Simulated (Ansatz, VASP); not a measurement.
## One calculation of Hf, two programs

```
CELL_PARAMETERS angstrom
3.20481 0.00000 0.00000
-1.60240 2.77545 0.00000
0.00000 0.00000 5.06837
ATOMIC_POSITIONS crystal
Hf 0.33333 0.66667 0.25000
Hf 0.66667 0.33333 0.75000
```

Alike in both runs: functional PBE; k mesh 18 × 18 × 8; occupations gaussian, width 0.1 eV; no spin polarisation.

Ansatz relaxed the structure, and its values are those at the end. VASP's run is a single point on that final structure, the one shown.

|  | VASP | Ansatz |
| --- | --- | --- |
| version | VASP 6.6.1 | Ansatz 0.2.0 |
| potentials or method | VASP PAW PBE potentials, release 64 (Hf_pv), cutoff 520 eV | scalar-relativistic, plane waves, PAW |
| valence electrons in the cell | 20 | 52 |

Ansatz gave:

* gap on the k mesh at the Fermi level (eV): none
* pressure (GPa): 0.0

Task: Which values does VASP return?

Result: gap on the k mesh at the Fermi level (eV): none; pressure (GPa): -0.5.

A gap of «none» marks a metal or a gap that the smearing closes. VASP's potentials hold 20 valence electrons a cell and Ansatz's 52, so a difference there can come from the potentials and not from the codes.

Neither program's run includes spin-orbit coupling.
